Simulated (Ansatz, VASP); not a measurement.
# One calculation of TaRu, two programs

```xyz
2
Lattice="3.0530 0.0000 0.0000 0.0000 3.0530 0.0000 0.0000 0.0000 3.3551" Properties=species:S:1:pos:R:3 pbc="T T T"
Ta    1.5265    1.5265    1.6776
Ru    0.0000    0.0000    0.0000
```

Change from the starting cell: zz strain of -1 %.

Alike in both runs: task single point; functional LDA; k mesh 11 × 11 × 10; occupations fermi-dirac, width 0.05 eV; no spin polarisation.

|  | VASP | Ansatz |
| --- | --- | --- |
| version | VASP 6.6.1 | Ansatz 0.2.0 |
| potentials or method | VASP PAW LDA potentials, release 64 (Ta_pv, Ru_pv), cutoff 520 eV | all-electron LAPW, scalar-relativistic |

```csv
,VASP,Ansatz,Ansatz less VASP
pressure (GPa),-7.1,-8.0,-0.81
"traceless stress, the component that is largest in VASP (GPa)",1.31,1.45,+0.133
```

LDA's correlation is that of Perdew and Zunger in VASP and of Perdew and Wang (1992) in Ansatz. Ansatz ran all-electron here, and VASP with PAW potentials.

Neither program's run includes spin-orbit coupling.
